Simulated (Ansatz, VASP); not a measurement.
# One calculation of MnO, two programs

```
Mn O
1.0
    -1.99671   -1.99671    4.19520
    -4.19520   -1.99671    1.99671
    -1.99671   -4.19520    1.99671
Mn O
2 2
Direct
  0.00000 0.00000 0.00000
  0.50000 0.50000 0.50000
  0.25000 0.25000 0.25000
  0.75000 0.75000 0.75000
```

Alike in both runs: functional LDA; k mesh 9 × 9 × 9; occupations gaussian, width 0.1 eV; collinear spin.

Ansatz relaxed the structure, and its values are those at the end. VASP's run is a single point on that final structure, the one shown.

|  | VASP | Ansatz |
| --- | --- | --- |
| version | VASP 6.6.1 | Ansatz 0.2.0 |
| potentials or method | VASP PAW LDA potentials, release 64 (Mn_pv, O), cutoff 520 eV | scalar-relativistic, plane waves, PAW |
| valence electrons in the cell | 38 | 42 |

```csv
,VASP,Ansatz,Ansatz less VASP
gap on the k mesh at the Fermi level (eV),0.52,0.64,+0.114
least direct gap on the mesh (eV),0.61,0.73,+0.118
pressure (GPa),-0.1,0.0,+0.13
net moment per atom (μB),0.00,0.00,0.000
size of the moment on the site where the two differ most (μB),4.12,3.84,-0.278
```

LDA's correlation is that of Perdew and Zunger in VASP and of Perdew and Wang (1992) in Ansatz. Site moments also hang on the region over which each program counts them. VASP's potentials hold 38 valence electrons a cell and Ansatz's 42, so a difference there can come from the potentials and not from the codes.
